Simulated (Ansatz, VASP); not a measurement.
Hf2SiOF2: VASP beside Ansatz

```
Hf Si O F
1.0
     3.19127    0.00000    0.00000
     0.00000    3.19127    0.00000
     0.00000    0.00000    7.84893
Hf Si O F
2 1 1 2
Cartesian
  1.5956 0.0000 2.6300
  0.0000 1.5956 5.2189
  1.5956 1.5956 0.0000
  0.0000 0.0000 0.0000
  1.5956 0.0000 5.5500
  0.0000 1.5956 2.2989
```

Change from the starting cell: species swapped into the Nd2FeSi2Ru type (P-4m2, No. 115).

Alike in both runs: functional PBE; k mesh 4 × 4 × 4; occupations gaussian, width 0.1 eV; no spin polarisation.

Ansatz relaxed the structure, and its values are those at the end. VASP's run is a single point on that final structure, the one shown.

|  | VASP | Ansatz |
| --- | --- | --- |
| version | VASP 6.6.1 | Ansatz 0.2.0 |
| potentials or method | VASP PAW PBE potentials, release 64 (Hf_pv, Si, O, F), cutoff 520 eV | scalar-relativistic, plane waves, PAW |
| valence electrons in the cell | 44 | 76 |

```tsv
	VASP	Ansatz	Ansatz less VASP
gap on the k mesh at the Fermi level (eV)	none	none	-
pressure (GPa)	-1.4	0.2	+1.56
rms of the force components (eV/Å)	0.023	0.004	-0.0186
```

A gap of «none» marks a metal or a gap that the smearing closes. With one functional, cell and mesh, what is left measures potentials, basis and numerics. VASP's potentials hold 44 valence electrons a cell and Ansatz's 76, so a difference there can come from the potentials and not from the codes.

The k mesh is coarse, so the values compare programs but aren't converged. Neither program's run includes spin-orbit coupling.
